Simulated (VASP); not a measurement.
Here is a VASP 6.6.1 calculation.

File INCAR:

```
ALGO = Fast
EDIFF = 1E-7
ENCUT = 520
GGA = PE
ISIF = 2
ISMEAR = 0
LASPH = T
LCHARG = T
LELF = T
LREAL = F
LVHAR = T
LWAVE = F
NBANDS = 15
NELM = 100
PREC = Accurate
SIGMA = 0.1
```

The input KPOINTS:

```
k-points
0
Gamma
  6 6 6
```

File POSCAR:

```
BeSn
1.0
    0.0000000000      2.5667331637      2.5667331637
    2.5667331637      0.0000000000      2.5667331637
    2.5667331637      2.5667331637      0.0000000000
Be Sn
1 1
Direct
    0.0000000000      0.0000000000      0.0000000000
    0.5000000000      0.5000000000      0.5000000000
```

Potentials or basis: VASP PAW PBE potentials, release 64 (Be, Sn_d).

Run with:

```bash
$ cat potpaw_PBE.64/Be/POTCAR potpaw_PBE.64/Sn_d/POTCAR > POTCAR
$ mpirun -np 1 vasp_std > vasp.out
```

**Question.** What does it give for the band gap on the k mesh?

**Answer.** Zero (band 8 reaches 11.45 eV, above the bottom of band 9 at 5.52 eV).

**Question.** What does it give for the pressure?

**Answer.** 5.6 GPa.

Caveat: spin-orbit coupling is left out, which moves the levels of the heavy elements.
